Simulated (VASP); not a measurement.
Input of a VASP 6.6.1 run:

The input INCAR:

```
SYSTEM = NaCl
  PREC = Accurate
  ENCUT = 500
  EDIFF = 1E-6
  ISMEAR = -1
  SIGMA = 0.02
  LREAL = .False.
  LASPH = .True.
  NELM = 120
  ALGO = Normal
  ISIF = 2
  LWAVE = .False.
  LCHARG = .True.
  GGA = PE
  LELF = .True.
  LVHAR = .True.
  NBANDS = 14
  GGA_COMPAT = .False.
```

File KPOINTS:

```
Automatic mesh
0
Gamma
  8 8 8
  0 0 0
```

File POSCAR:

```
NaCl
1.0
   -0.0385909107      3.0872728532      3.0872728532
    3.0872728532     -0.0385909107      3.0872728532
    3.0486819425      3.0486819425      0.0000000000
Na Cl
1 1
Direct
   -0.0028436886     -0.0028436886      0.0028436886
    0.2528436886      0.2528436886      0.2471563114
```

Potentials or basis: VASP PAW PBE potentials, release 64 (Na_pv, Cl).

Run with:

```sh
$ cat potpaw_PBE.64/Na_pv/POTCAR potpaw_PBE.64/Cl/POTCAR > POTCAR
$ mpirun -np 1 vasp_std > vasp.out
```

Predict the band gap on the k mesh.

4.91 eV.

Predict the pressure.

0.7 GPa.

Stress tensor (GPa, compression positive):
```
0.67 0.14 0.00
0.14 0.67 0.00
0.00 0.00 0.67
```

Caveat: the cell differs from its parent crystal (shear xy strain -2.5%). A k mesh can miss the band edges.
